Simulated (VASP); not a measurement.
# Mg6F in VASP: notebook

Mg6F is run at these levels: PBE; tasks: single point.

Everything below comes from runs of VASP 6.6.1. Logs are shortened: lines on timing, memory, paths and dates and some standing lists are left out, and cuts for length are marked.

## 1. The cell of the first run

The cell holds a slab with vacuum, 7 atoms: a = 3.203 Å, b = 7.978 Å, c = 20.985 Å, α = 90.00°, β = 90.00°, γ = 101.58°.

## 2. Single point, PBE

INCAR reads:

```
SYSTEM = Mg6F
  ALGO = Normal
  DIPOL = 0.5 0.5 0.315
  EDIFF = 1E-6
  ENCUT = 520
  GGA = PE
  IDIPOL = 3
  ISIF = 2
  ISMEAR = 0
  LASPH = .True.
  LCHARG = .True.
  LDIPOL = .True.
  LELF = .True.
  LREAL = .False.
  LVACPOTAV = .True.
  LVHAR = .True.
  LWAVE = .False.
  NBANDS = 18
  NELM = 60
  PREC = Accurate
  SIGMA = 0.1
```

KPOINTS reads:

```
k-points
0
Gamma
  9 4 1
  0 0 0
```

POSCAR reads:

```
Mg6F
1.0
    3.2034417932      0.0000000000      0.0000000000
   -1.6017208966      7.8153198520      0.0000000000
    0.0000000000      0.0000000000     20.9851131634
Mg F
6 1
Direct
    0.8493879956      0.6987759913      0.1906113143
    0.5210014932      0.0420029864      0.2197581863
    0.1926149907      0.3852299814      0.2489050583
    0.3710660944      0.7414803149      0.3283003664
    0.0426232582      0.0834482649      0.3542380799
    0.7128162912      0.4251093731      0.3805132287
    0.7128162912      0.6751093731      0.4820137535
```

Potentials or basis: VASP PAW PBE potentials, release 64 (Mg, F).

Run with:

```console
> cat potpaw_PBE.64/Mg/POTCAR potpaw_PBE.64/F/POTCAR > POTCAR
> mpirun -np 1 vasp_std > vasp.out
```

OUTCAR:

```text
SYSTEM = Mg6F
   EDIFF = 1E-6
   ENCUT = 520
   GGA = PE
   ISIF = 2
   ISMEAR = 0
   LASPH = .True.
   LREAL = .False.
   NELM = 60
   PREC = Accurate

 ion  position               nearest neighbor table
   1  0.849  0.699  0.191-   3 3.17   3 3.17   2 3.18   2 3.18   4 3.32   4 3.32
   2  0.521  0.042  0.220-   3 3.18   3 3.18   1 3.18   1 3.18   5 3.26   5 3.26   4 3.27
   3  0.193  0.385  0.249-   1 3.17   1 3.17   2 3.18   2 3.18   6 3.21   6 3.21   5 3.23   4 3.24

   4  0.371  0.741  0.328-   6 3.14   6 3.14   5 3.16   5 3.16   3 3.24   2 3.27   1 3.32   1 3.32

   5  0.043  0.083  0.354-   6 3.16   4 3.16   6 3.16   4 3.16   3 3.23   2 3.26   2 3.26
   6  0.713  0.425  0.381-   4 3.14   4 3.14   5 3.16   5 3.16   3 3.21   3 3.21
   7  0.713  0.675  0.482-

  LATTYP: Found a base centered orthorhombic cell.
 ALAT       =     3.2034417932
 B/A-ratio  =     4.8793268968
 C/A-ratio  =     6.5508020804

  Lattice vectors:

 A1 = (   1.6017208966,  -7.8153198520,   0.0000000000)
 A2 = (   1.6017208966,   7.8153198520,   0.0000000000)
 A3 = (   0.0000000000,   0.0000000000,  20.9851131634)

Analysis of symmetry for initial positions (statically):
=====================================================================
 Subroutine PRICEL returns:
 Original cell was already a primitive cell.

 Routine SETGRP: Setting up the symmetry group for a
 base centered orthorhombic supercell.

 Subroutine GETGRP returns: Found  1 space group operations
 (whereof  1 operations were pure point group operations)
 out of a pool of  8 trial point group operations.

The static configuration has the point symmetry C_1 .

Analysis of symmetry for dynamics (positions and initial velocities):
=====================================================================
 Subroutine PRICEL returns:
 Original cell was already a primitive cell.

 Routine SETGRP: Setting up the symmetry group for a
 base centered orthorhombic supercell.

 Subroutine GETGRP returns: Found  1 space group operations
 (whereof  1 operations were pure point group operations)
 out of a pool of  8 trial point group operations.

The dynamic configuration has the point symmetry C_1 .

 Subroutine INISYM returns: Found  1 space group operations
 (whereof  1 operations are pure point group operations),
 and found     1 'primitive' translations

[... 127 lines left out ...]
   ISYM   =      2    0-nonsym 1-usesym 2-fastsym
   POTIM  = 0.5000    time-step for ionic-motion
   TEBEG  =    0.0;   TEEND  =   0.0 temperature during run
   PSTRESS=    0.0 pullay stress
   NELECT =      19.0000    total number of electrons
   NUPDOWN=      -1.0000    fix difference up-down
   EMIN   =  10.00;   EMAX   =-10.00  energy-range for DOS
   EFERMI =   0.00;   METHOD = LEGACY
   ISMEAR =     0;   SIGMA  =   0.10  broadening in eV -4-tet -1-fermi 0-gaus
   EFERMI_NEDOS =   21; number of points for ismear=-14 and -15
   IALGO  =     38    algorithm
   IMIX   =      4    mixing-type and parameters
     AMIX     =   0.40;   BMIX     =  1.00
     AMIX_MAG =   1.60;   BMIX_MAG =  1.00
  volume/ion in A,a.u.               =      75.05       506.49
  Fermi-wavevector in a.u.,A,eV,Ry     =   0.541379  1.023057  3.987742  0.293091
  Thomas-Fermi vector in A             =   1.568933
   LORBIT       =      0    0 simple, 1 ext, 2 COOP (PROOUT), +10 PAW based schemes
   GGA     = PE    functional components
   LHFCALC =     F    Hartree Fock is set to
   AEXX    =    0.0000 exact exchange contribution
   IVDW    =     0    specifies the selected vdW correction
   LEPSILON=     F    determine dielectric tensor
   LRPA    =     F    only Hartree local field effects (RPA)
 non-spin polarized calculation
 Gauss-broadening in eV      SIGMA  =   0.10
  energy-cutoff  :      520.00
  volume of cell :      525.38
 maximum number of plane-waves:     14191
   NGX = 11   NGY = 29   NGZ = 79

 number of electron      19.0000000 magnetization

 dipolmoment           0.000000      0.000000      0.594093 electrons x Angstroem

 Free energy of the ion-electron system (eV)
  ---------------------------------------------------
  ext. energy  EPLUGINS =         0.00000000
  ---------------------------------------------------
  free energy    TOTEN  =       -10.36385070 eV

  energy without entropy =      -10.34965040  energy(sigma->0) =      -10.35675055

 E-fermi :  -3.2241     XC(G=0):  -3.2657

 val. band max:       -3.2694631325   @ k =   0.0000   0.0000   0.0000
 cond. band min:      -3.2132764385   @ k =   0.1111   0.5000   0.0000
 fundamental gap:      0.0561866939
 Fermi energy:        -3.2241053636

 k-point     1 :       0.0000    0.0000    0.0000
  band No.  band energies     occupation
      1     -22.3803      2.00000
      2      -9.3286      2.00000
      3      -7.3288      2.00000
      4      -6.9393      2.00000
      5      -6.6148      2.00000
      6      -5.0097      2.00000
[... 376 lines left out ...]
      5      -4.3535      2.00000
      6      -4.0748      2.00000
[... 10 lines left out ...]
     17      -0.0133      0.00000
     18       0.2043      0.00000

------------------------ aborting loop because EDIFF is reached ----------------------------------------

  FORCE on cell =-STRESS in cart. coord.  units (eV):
  Direction    XX          YY          ZZ          XY          YZ          ZX
  --------------------------------------------------------------------------------------
  -------------------------------------------------------------------------------------
  Total       -2.0557152     -2.4312971     -5.4818780     -0.2116490     -1.6593018      0.0967439
  in kB       -6.2690049     -7.4143605    -16.7172578     -0.6454342     -5.0601228      0.2950252
  external PRESSURE =     -10.1335411 kB  Pullay stress =       0.0000000 kB

 VOLUME and BASIS-vectors are now :
 -----------------------------------------------------------------------------
  energy-cutoff  :      520.00
  volume of cell :      525.38
      direct lattice vectors                 reciprocal lattice vectors
     3.203441793  0.000000000  0.000000000     0.312164249  0.063976908  0.000000000
    -1.601720897  7.815319852  0.000000000     0.000000000  0.127953816  0.000000000
     0.000000000  0.000000000 20.985113163     0.000000000  0.000000000  0.047652829

 POSITION                                       TOTAL-FORCE (eV/Angst)
 -----------------------------------------------------------------------------------
      1.60172      5.46116      4.00000         0.000588      0.036124      0.173931
      1.60172      0.32827      4.61165        -0.003268     -0.068389      0.071131
      0.00000      3.01070      5.22330        -0.003350      0.081313     -0.064206
      0.00104      5.79491      6.88942         0.043403      0.025186      0.409349
      0.00288      0.65217      7.43373        -0.007778     -0.040936      0.156771
      1.60256      3.32237      7.98511        -0.088026      0.679275      1.224820
      1.20213      5.27620     10.11511         0.058430     -0.712574     -1.971796
 -----------------------------------------------------------------------------------
    total drift:                                0.000735     -0.000195      0.000913

  FREE ENERGIE OF THE ION-ELECTRON SYSTEM (eV)
  ---------------------------------------------------
  free  energy   TOTEN  =       -10.3638506964 eV

  energy  without entropy=      -10.3496503983  energy(sigma->0) =      -10.35675055

 vacuum level on the upper side and lower side of the slab         4.541         0.247
```

OSZICAR:

```text
N       E                     dE             d eps       ncg     rms          rms(c)
DAV:   1     0.102981532676E+03    0.10298E+03   -0.48556E+03   692   0.657E+02
DAV:   2     0.133859307385E+02   -0.89596E+02   -0.81593E+02   990   0.116E+02
DAV:   3    -0.132596322809E+02   -0.26646E+02   -0.26190E+02   836   0.663E+01
[... 18 lines left out ...]
DAV:  22    -0.103638569169E+02   -0.23344E-04   -0.97320E-06   802   0.188E-02    0.595E-02
DAV:  23    -0.103638409579E+02    0.15959E-04   -0.28746E-05   828   0.174E-02    0.141E-02
DAV:  24    -0.103638481770E+02   -0.72191E-05   -0.54203E-06   794   0.128E-02    0.467E-03
DAV:  25    -0.103638506407E+02   -0.24637E-05   -0.12570E-06   674   0.718E-03    0.106E-03
DAV:  26    -0.103638506964E+02   -0.55720E-07   -0.37384E-07   622   0.314E-03
   1 F= -.10363851E+02 E0= -.10356751E+02  d E =-.142003E-01
```

stdout:

```text
POSCAR found type information on POSCAR MgF
 POSCAR found :  2 types and       7 ions
 scaLAPACK will be used
 LDA part: xc-table for (Slater+PW92), standard interpolation
 -----------------------------------------------------------------------------
[... 33 lines left out ...]
|     Did not find any points to average over, which means that no vacuum     |
|     field-free region was found. Please increase the size of  your cell     |
|     in the dimension of the dipole correction to obtain accurate            |
|     workfunction values.                                                    |
|                                                                             |
 -----------------------------------------------------------------------------
```

Run time: 6.6 min. Hardware: 1 thread of Intel Xeon Platinum 8488C (Sapphire Rapids), shared host; peak memory 0.56 GiB.

What came out:

- Free energy: -10.3639 eV
- Largest force: 2.097 eV/Å

Forces in eV/Å, atoms in the order of the input:
```
Mg   0.001  0.036  0.174
Mg  -0.003 -0.068  0.071
Mg  -0.003  0.081 -0.064
Mg   0.043  0.025  0.409
Mg  -0.008 -0.041  0.157
Mg  -0.088  0.679  1.225
F    0.058 -0.713 -1.972
```

Caveat: an odd number of electrons without spin polarisation forces a metal; a magnetic or distorted state may lie lower.

## 3. Single point, PBE

INCAR reads:

```
PREC = Accurate
ENCUT = 520
EDIFF = 1E-6
ISMEAR = 0
SIGMA = 0.1
LREAL = F
LASPH = T
NELM = 80
ALGO = Normal
ISIF = 2
LWAVE = F
LCHARG = T
LDIPOL = T
IDIPOL = 3
DIPOL = 0.5 0.5 0.321
GGA = PE
LELF = T
LVHAR = T
LVACPOTAV = T
NBANDS = 18
```

KPOINTS reads:

```
regular mesh
0
Gamma
  9 4 1
```

Edit POSCAR of step 2 so:

```diff
@@ -14,2 +14,2 @@
     0.7128162912      0.4251093731      0.3805132287
-    0.7128162912      0.6751093731      0.4820137535
+    0.7128162912      0.6751093731      0.5249012992
```

Potentials or basis: VASP PAW PBE potentials, release 64 (Mg, F).

Run with:

```console
> cat potpaw_PBE.64/Mg/POTCAR potpaw_PBE.64/F/POTCAR > POTCAR
> mpirun -np 1 vasp_std > vasp.out
```

Run time: 9.1 min. Hardware: 1 thread of Intel Xeon Platinum 8488C (Sapphire Rapids), shared host; peak memory 0.57 GiB.

It converged, with:

* Free energy: -9.0982 eV
* Largest force: 0.958 eV/Å

Forces on the atoms (eV/Å):
```
Mg   0.001  0.041  0.138
Mg  -0.002 -0.051  0.052
Mg  -0.001  0.036 -0.097
Mg   0.007  0.034  0.080
Mg  -0.003 -0.042  0.108
Mg  -0.020  0.216  0.649
F    0.018 -0.233 -0.929
```

Levels at points of the mesh, in eV from the Fermi level:
```
           k point  band 7  band 8  band 9  band 10  band 11  band 12
(0.00, 0.00, 0.00)   -1.55   -0.67   -0.27    -0.19     0.05     0.97
(0.00, 0.50, 0.00)   -0.65   -0.45   -0.34    -0.18    -0.16     0.05
```

Caveat: an odd number of electrons without spin polarisation forces a metal; a magnetic or distorted state may lie lower.

## 4. Single point, PBE

INCAR reads:

```
SYSTEM = Mg6F
  PREC = Accurate
  ENCUT = 520
  EDIFF = 1E-6
  ISMEAR = 0
  SIGMA = 0.1
  LREAL = .FALSE.
  LASPH = .TRUE.
  NELM = 80
  ALGO = Normal
  ISIF = 2
  LWAVE = .FALSE.
  LCHARG = .FALSE.
  LDIPOL = .TRUE.
  IDIPOL = 3
  DIPOL = 0.5 0.5 0.307
  GGA = PE
  NBANDS = 18
```

KPOINTS reads:

```
Automatic mesh
0
G
  9 4 1
  0 0 0
```

Edit POSCAR of step 3 so:

```diff
@@ -14,2 +14,2 @@
     0.7128162912      0.4251093731      0.3805132287
-    0.7128162912      0.6751093731      0.5249012992
+    0.7128162912      0.9251093731      0.4300721704
```

Run with:

```console
> cat potpaw_PBE.64/Mg/POTCAR potpaw_PBE.64/F/POTCAR > POTCAR
> mpirun -np 1 vasp_std > vasp.out
```

Run time: 4.8 min. Hardware: 1 thread of Intel Xeon Platinum 8488C (Sapphire Rapids), shared host; peak memory 0.56 GiB.

The run converged. Its results:

```yaml
Free_energy: -12.5387 eV
Largest_force: 2.271 eV/Å
```

Forces on the atoms (eV/Å):
```
Mg   0.002  0.066  0.207
Mg  -0.015 -0.004  0.135
Mg   0.003 -0.080 -0.116
Mg   0.195  0.333  0.585
Mg  -0.344 -0.908  1.405
Mg  -0.002  0.040 -0.018
F    0.162  0.552 -2.197
```

Levels at points of the mesh, in eV from the Fermi level:
| k point | band 6 | band 7 | band 8 | band 9 | band 10 | band 11 | band 12 | band 13 | band 14 | band 15 |
| --- | --- | --- | --- | --- | --- | --- | --- | --- | --- | --- |
| (0.00, 0.00, 0.00) | -3.21 | -2.65 | -2.45 | -1.64 | -1.09 | 0.00 | 1.00 | 1.79 | 3.02 | 3.39 |
| (0.00, 0.50, 0.00) | -2.99 | -2.48 | -2.35 | -0.85 | -0.46 | -0.27 | 0.18 | 1.53 | 2.23 | 2.47 |

Caveat: an odd number of electrons without spin polarisation forces a metal; a magnetic or distorted state may lie lower.

## 5. Single point, PBE

INCAR reads:

```
PREC = Accurate
ENCUT = 520
EDIFF = 1E-6
ISMEAR = 0
SIGMA = 0.1
LREAL = F
LASPH = T
NELM = 80
ALGO = Normal
ISIF = 2
LWAVE = F
LCHARG = F
LDIPOL = T
IDIPOL = 3
DIPOL = 0.5 0.5 0.315
GGA = PE
NBANDS = 18
```

KPOINTS reads:

```
Automatic mesh
0
Gamma
  9 4 1
```

Edit POSCAR of step 4 so:

```diff
@@ -14,2 +14,2 @@
     0.7128162912      0.4251093731      0.3805132287
-    0.7128162912      0.9251093731      0.4300721704
+    0.7128162912      0.9251093731      0.4820137535
```

Run with:

```console
> cat potpaw_PBE.64/Mg/POTCAR potpaw_PBE.64/F/POTCAR > POTCAR
> mpirun -np 1 vasp_std > vasp.out
```

Run time: 4.9 min. Hardware: 1 thread of Intel Xeon Platinum 8488C (Sapphire Rapids), shared host; peak memory 0.56 GiB.

The run converged. Its results:

- Free energy: -10.0495 eV
- Largest force: 1.767 eV/Å

Forces on the atoms (eV/Å):
```
Mg   0.000  0.042  0.157
Mg  -0.005 -0.010  0.107
Mg   0.001 -0.030 -0.101
Mg   0.035  0.108  0.292
Mg  -0.112 -0.437  1.074
Mg   0.000  0.045  0.215
F    0.080  0.282 -1.743
```

Levels at points of the mesh, in eV from the Fermi level:
| k point | band 6 | band 7 | band 8 | band 9 | band 10 | band 11 | band 12 | band 13 | band 14 | band 15 |
| --- | --- | --- | --- | --- | --- | --- | --- | --- | --- | --- |
| (0.00, 0.00, 0.00) | -1.78 | -1.55 | -0.93 | -0.55 | -0.11 | -0.01 | 1.02 | 1.59 | 2.78 | 3.32 |
| (0.00, 0.50, 0.00) | -1.03 | -0.86 | -0.73 | -0.42 | -0.26 | -0.01 | 0.11 | 1.31 | 2.06 | 2.31 |

Caveat: an odd number of electrons without spin polarisation forces a metal; a magnetic or distorted state may lie lower.

(Continued in part 2 of 2.)
